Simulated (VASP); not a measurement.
Crystal: Ru.

```xyz
2
Lattice="2.7058 0.0000 0.0000 -1.3529 2.3433 0.0000 0.0000 0.0000 4.2819" Properties=species:S:1:pos:R:3 pbc="T T T"
Ru    1.3529    0.7811    3.2114
Ru    0.0000    1.5622    1.0705
```

| Item | Value |
| --- | --- |
| Program | VASP 6.6.1 |
| Task | relaxation of cell and atoms |
| Functional | BLYP |
| Dispersion | D4 |
| Potentials or basis | VASP PAW PBE potentials, release 64 (Ru_pv) |
| Cutoff | 600 eV |
| k mesh | 11 × 11 × 6 |
| Occupations | fermi-dirac, width 0.05 eV |
| Spin | no spin polarisation |

At the start: pressure 7.8 GPa; volume 13.57 Å³/atom.

**Question.** How do energy, volume and symmetry change on relaxing?

**Answer.** Over 7 steps the energy falls by 7.9 meV/atom and the volume is 13.90 Å³/atom (+2.4 %); space group P6_3/mmc (No. 194, to 0.1 Å) before and after.

Step by step:
```tsv
step	energy change (eV)	largest force (eV/Å)	pressure (GPa)	volume (Å³)
1	0.0000	0.0000	7.76	27.15
2	0.1020	0.0000	-17.62	29.82
3	-0.0158	0.0000	-0.18	27.84
4	-0.0158	0.0000	-0.03	27.82
5	-0.0158	0.0000	0.12	27.81
6	-0.0159	0.0000	0.11	27.81
7	-0.0159	0.0000	0.10	27.81
```

Final structure:
```
Ru
1.0
     2.72843    0.00000    0.00000
    -1.36421    2.36289    0.00000
     0.00000    0.00000    4.31335
Ru
2
Cartesian
  1.3642 0.7876 3.2350
  0.0000 1.5753 1.0783
```

Caveat: the PAW data sets were made with another functional, which shifts forces and pressure a little.
